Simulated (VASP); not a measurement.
# LiH (Fm-3m) in VASP: notebook, part 2 of 2

VASP 6.6.1. The steps go on from the part before.

### Step 3. Single point, PBE

INCAR reads:

```
SYSTEM = LiH
PREC = Accurate ; ENCUT = 520
EDIFF = 1E-6 ; ISMEAR = -1
SIGMA = 0.047 ; LREAL = .FALSE.
LASPH = .TRUE. ; NELM = 60
ALGO = Normal ; ISIF = 2
LWAVE = .FALSE. ; LCHARG = .FALSE.
GGA = PE ; NBANDS = 9
```

KPOINTS reads:

```
regular mesh
0
G
  8 8 8
  0 0 0
```

POSCAR reads:

```
LiH
1.0
    0.0000000000      2.0086193919      2.0086193919
    2.0086193919      0.0000000000      2.0086193919
    2.0086193919      2.0086193919      0.0000000000
Li H
1 1
Direct
    0.0000000000      0.0000000000      0.0000000000
    0.5000000000      0.5000000000      0.5000000000
```

Potentials or basis: VASP PAW PBE potentials, release 64 (Li_sv, H).

Command:

```
$ cat potpaw_PBE.64/Li_sv/POTCAR potpaw_PBE.64/H/POTCAR > POTCAR
$ mpirun -np 1 vasp_std > vasp.out
```

OUTCAR:

```text
SYSTEM = LiH
   PREC = Accurate
   ENCUT = 520
   EDIFF = 1E-6
   ISMEAR = -1
   LREAL = .FALSE.
   LASPH = .TRUE.
   NELM = 60
   ISIF = 2
   GGA = PE

 ion  position               nearest neighbor table
   1  0.000  0.000  0.000-
   2  0.500  0.500  0.500-

  LATTYP: Found a face centered cubic cell.
 ALAT       =     4.0172387838

  Lattice vectors:

 A1 = (   0.0000000000,   2.0086193919,   2.0086193919)
 A2 = (   2.0086193919,   0.0000000000,   2.0086193919)
[... 471 lines left out ...]
 [... further k-points ...]

------------------------ aborting loop because EDIFF is reached ----------------------------------------

  FORCE on cell =-STRESS in cart. coord.  units (eV):
  Direction    XX          YY          ZZ          XY          YZ          ZX
  --------------------------------------------------------------------------------------
  -------------------------------------------------------------------------------------
  Total       -0.0525699     -0.0525699     -0.0525699      0.0000000     -0.0000000      0.0000000
  in kB       -5.1966699     -5.1966699     -5.1966699      0.0000000     -0.0000000      0.0000000
  external PRESSURE =      -5.1966699 kB  Pullay stress =       0.0000000 kB

 VOLUME and BASIS-vectors are now :
 -----------------------------------------------------------------------------
  energy-cutoff  :      520.00
  volume of cell :       16.21
      direct lattice vectors                 reciprocal lattice vectors
     0.000000000  2.008619392  2.008619392    -0.248927199  0.248927199  0.248927199
     2.008619392  0.000000000  2.008619392     0.248927199 -0.248927199  0.248927199
     2.008619392  2.008619392  0.000000000     0.248927199  0.248927199 -0.248927199

 POSITION                                       TOTAL-FORCE (eV/Angst)
 -----------------------------------------------------------------------------------
      0.00000      0.00000      0.00000        -0.000000      0.000000     -0.000000
      2.00862      2.00862      2.00862         0.000000     -0.000000      0.000000
 -----------------------------------------------------------------------------------
    total drift:                                0.000000     -0.000000     -0.000000

  FREE ENERGIE OF THE ION-ELECTRON SYSTEM (eV)
  ---------------------------------------------------
  free  energy   TOTEN  =        -6.1268434862 eV

  energy  without entropy=       -6.1268434862  energy(sigma->0) =       -6.12684349
```

stdout:

```text
POSCAR found type information on POSCAR LiH
 POSCAR found :  2 types and       2 ions
 scaLAPACK will be used
 LDA part: xc-table for (Slater+PW92), standard interpolation
 POSCAR, INCAR and KPOINTS ok, starting setup
 FFT: planning ... GRIDC
 FFT: planning ... GRID_SOFT
 FFT: planning ... GRID
 WAVECAR not read
 entering main loop
```

Run time: 6.9 s. Hardware: 1 thread of Intel Xeon Platinum 8375C at 2.90GHz (Ice Lake), shared host; peak memory 0.12 GiB.

What came out:

```
Free energy            : -6.1268 eV
Band gap on the k mesh : 2.98 eV, direct
```

Levels at points of the mesh, in eV from the valence-band top:
```tsv
k point	band 1	band 2	band 3	band 4	band 5	band 6	band 7
(0.00, 0.00, 0.00)	-44.30	-5.41	16.01	17.82	17.82	17.82	22.53
(0.50, 0.00, 0.00)	-44.25	-2.61	4.91	13.61	16.44	16.44	19.01
(0.50, 0.50, 0.00)	-44.24	0.00	2.98	10.78	10.78	13.94	17.18
```

Caveat: the cutoff is under 1.25 times the usual one of these potentials, so pressure, stress and relaxed cells hold a basis-set (Pulay) error. A k mesh can miss the band edges.

### Step 4. Single point, PBE

INCAR reads:

```
PREC = Accurate ; ENCUT = 520
EDIFF = 1E-7 ; ISMEAR = 0
SIGMA = 0.1 ; LREAL = F
LASPH = T ; NELM = 100
ALGO = Normal ; ISIF = 2
LWAVE = F ; LCHARG = T
GGA = PE ; LELF = T
LVHAR = T ; NBANDS = 9
ISYM = 0
```

KPOINTS reads:

```
Automatic mesh
0
Gamma
  4 4 4
  0 0 0.5
```

POSCAR is that of step 3.

Command:

```
$ cat potpaw_PBE.64/Li_sv/POTCAR potpaw_PBE.64/H/POTCAR > POTCAR
$ mpirun -np 1 vasp_std > vasp.out
```

Run time: 22 s. Hardware: 1 thread of Intel Xeon Platinum 8375C at 2.90GHz (Ice Lake), shared host; peak memory 0.14 GiB.

Results (log left out):

| Property | Result |
| --- | --- |
| Free energy | -6.1323 eV |
| Band gap on the k mesh | 4.85 eV, direct |

Levels at points of the mesh, in eV from the valence-band top:
| k point | band 1 | band 2 | band 3 | band 4 | band 5 | band 6 |
| --- | --- | --- | --- | --- | --- | --- |
| (0.00, 0.00, 0.12) | -43.55 | -4.41 | 14.54 | 17.22 | 18.01 | 18.01 |

Caveat: the k points lie up to 0.68 Å⁻¹ apart; the cutoff is under 1.25 times the usual one of these potentials, so pressure, stress and relaxed cells hold a basis-set (Pulay) error. A hybrid or GW would open this gap; PBE tends to underestimate it.

### Step 5. Single point, PBE

This run uses another cell than the first one, of 6.85 Å³/atom, 0.845 times its volume.

INCAR reads:

```
  PREC = Accurate
  ENCUT = 520
  EDIFF = 1E-6
  ISMEAR = 0
  SIGMA = 0.1
  LREAL = F
  LASPH = T
  NELM = 60
  ALGO = Normal
  ISIF = 2
  LWAVE = F
  LCHARG = F
  GGA = PE
  NBANDS = 9
```

KPOINTS reads:

```
regular mesh
0
Gamma
  10 10 10
```

POSCAR reads:

```
LiH
1.0
    0.0000000000      1.8989632243      1.8989632243
    1.8989632243      0.0000000000      1.8989632243
    1.8989632243      1.8989632243      0.0000000000
Li H
1 1
Direct
    0.0000000000      0.0000000000      0.0000000000
    0.5000000000      0.5000000000      0.5000000000
```

Command:

```
$ cat potpaw_PBE.64/Li_sv/POTCAR potpaw_PBE.64/H/POTCAR > POTCAR
$ mpirun -np 1 vasp_std > vasp.out
```

Run time: 5.9 s. Hardware: 1 thread of AMD EPYC 7R43 (Zen 3), shared host; peak memory 0.08 GiB.

It converged, with:

```
Free energy            : -6.0763 eV
Band gap on the k mesh : 2.83 eV, direct
```

Levels at points of the mesh, in eV from the valence-band top:
```csv
k point,band 1,band 2,band 3,band 4,band 5,band 6
"(0.00, 0.00, 0.00)",-44.19,-6.06,18.30,19.62,19.62,19.62
"(0.50, 0.00, 0.00)",-44.11,-3.13,5.34,15.13,18.04,18.04
"(0.50, 0.50, 0.00)",-44.08,0.00,2.83,11.63,11.63,15.01
```

Caveat: the cutoff is under 1.25 times the usual one of these potentials, so pressure, stress and relaxed cells hold a basis-set (Pulay) error. A k mesh can miss the band edges.

### Step 6. The runs side by side

| level | cell | k mesh | smearing | gap on the mesh (eV) |
| --- | --- | --- | --- | --- |
| revPBE | a = 2.841 Å, angles 60.0°, 2 atoms | 6 × 6 × 6 | fermi-dirac 0.25852 eV | 3.12 |
| PBE | a = 2.841 Å, angles 60.0°, 2 atoms | 8 × 8 × 8 | fermi-dirac 0.047 eV | 2.98 |
| PBE | a = 2.841 Å, angles 60.0°, 2 atoms | 4 × 4 × 4, shifted | gaussian 0.1 eV | 4.85 |
| PBE | a = 2.686 Å, angles 60.0°, 2 atoms | 10 × 10 × 10 | gaussian 0.1 eV | 2.83 |

Alike in all rows: task single point; potentials or basis VASP PAW PBE potentials, release 64 (Li_sv, H); no spin polarisation; cutoff (eV) 520.

Caveats: some runs use coarse meshes; the cutoff is under 1.25 times the usual one of these potentials, so pressure, stress and relaxed cells hold a basis-set (Pulay) error; the PAW data sets were made with another functional, which shifts forces and pressure a little (some runs).

Absolute energies hang on the potentials; compare differences alone.
